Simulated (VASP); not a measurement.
Wanted: the native input for a VASP 6.6.1 run.

| Item | Value |
| --- | --- |
| Task | electric field gradients |
| Functional | LDA |
| Potentials or basis | VASP PAW LDA potentials, release 64 (In_d, Sb) |
| Cutoff | 520 eV |
| k mesh | 6 × 6 × 11 |
| Occupations | fermi-dirac, width 0.08 eV |
| Spin | no spin polarisation |
| Dipole correction | no |
| Further INCAR settings | ALGO = Normal; EDIFF = 1e-08; NBANDS = 26 |

The structure of InSb lies in POSCAR:

```
InSb
1.0
    5.2845992329      0.0000000000      0.0000000000
    0.0000000000      5.6348013474      0.0000000000
    0.0000000000      0.0000000000      3.0216030335
In Sb
2 2
Direct
    0.0000000000      0.0000000000      0.0000000000
    0.5000000000      0.5000000000      0.0000000000
    0.5000000000      0.0000000000      0.8350000000
    0.0000000000      0.5000000000      0.1650000000
```

This cell differs from its parent crystal: volume scaled by 0.96.

One way to write it, as run:

INCAR

```
ALGO = Normal
EDIFF = 1E-8
ENCUT = 520
ISIF = 2
ISMEAR = -1
LASPH = T
LCHARG = F
LEFG = T
LREAL = F
LWAVE = F
NBANDS = 26
NELM = 80
PREC = Accurate
SIGMA = 0.08
```

KPOINTS

```
k-points
0
Gamma
  6 6 11
```

Potentials or basis: VASP PAW LDA potentials, release 64 (In_d, Sb).

Command:

```console
$ cat potpaw_LDA.64/In_d/POTCAR potpaw_LDA.64/Sb/POTCAR > POTCAR
$ mpirun -np 1 vasp_std > vasp.out
```

Results of the run:

The pressure is 16.8 GPa, the largest force is 0.728 eV/Å and the band gap on the k mesh is zero (band 18 reaches 11.79 eV, above the bottom of band 19 at 8.28 eV).

Caveat: without QUAD_EFG the Cq values of the log hold for a quadrupole moment of 1 mb, not for the nuclei; spin-orbit coupling is left out, which moves the levels of the heavy elements.

It took 100 s on 1 thread of Intel(R) Xeon(R) 6975P-C (Granite Rapids) (shared host), peak memory 0.3 GiB.
